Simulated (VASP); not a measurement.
Crystal: Fe.

```xyz
1
Lattice="-1.4304 1.4304 1.4304 1.4304 -1.4304 1.4304 1.4304 1.4304 -1.4304" Properties=species:S:1:pos:R:3 pbc="T T T"
Fe    0.0000    0.0000    0.0000
```

Base run:

* Program: VASP 6.6.1
* Functional: PBE
* Potentials or basis: VASP PAW PBE potentials, release 64 (Fe)
* Cutoff: 520 eV
* k mesh: 12 × 12 × 12
* Occupations: fermi-dirac, width 0.05 eV
* Spin: collinear spin, ferromagnetic start
* Starting moments: [0.61] μB
* Fixed moment: 0.61 μB
* Hubbard terms: Fe d U = 5.3 eV

Its results: pressure 8.2 GPa; site moments Fe +0.59 μB.

The run is repeated on the same cell with these changes: fixed moment from 0.61 μB to 4.29 μB; moments at the start from [0.61] to [4.29]. What comes out?

Pressure 73.8 GPa; site moments Fe +4.24 μB.

Caveats: the total moment is fixed, so each spin has its own Fermi level; the U is typed as a test and isn't derived for this compound.
